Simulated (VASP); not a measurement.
A run of VASP 6.6.1 is set up as follows.

File INCAR:

```
SYSTEM = C
PREC = Accurate ; ENCUT = 520
EDIFF = 1E-6 ; ISMEAR = 0
SIGMA = 0.02 ; LREAL = .False.
LASPH = .True. ; NELM = 80
ALGO = Normal ; ISIF = 2
LWAVE = .False. ; LCHARG = .False.
GGA = PE ; NBANDS = 11
```

KPOINTS

```
regular mesh
0
Gamma
  12 12 12
  0 0 0
```

File POSCAR:

```
C
1.0
    0.0000000000      1.8207602079      1.8207602079
    1.8207602079      0.0000000000      1.8207602079
    1.8207602079      1.8207602079      0.0000000000
C
2
Direct
    0.0000000000      0.0000000000      0.0000000000
    0.2500000000      0.2500000000      0.2500000000
```

Potentials or basis: VASP PAW PBE potentials, release 64 (C).

Command:

```sh
$ cat potpaw_PBE.64/C/POTCAR > POTCAR
$ mpirun -np 1 vasp_std > vasp.out
```

Q: Estimate the band gap on the k mesh.

A: 4.01 eV, indirect (least direct gap 5.42 eV).

Q: Predict the pressure.

A: -22.1 GPa.

 A k mesh can miss the band edges.
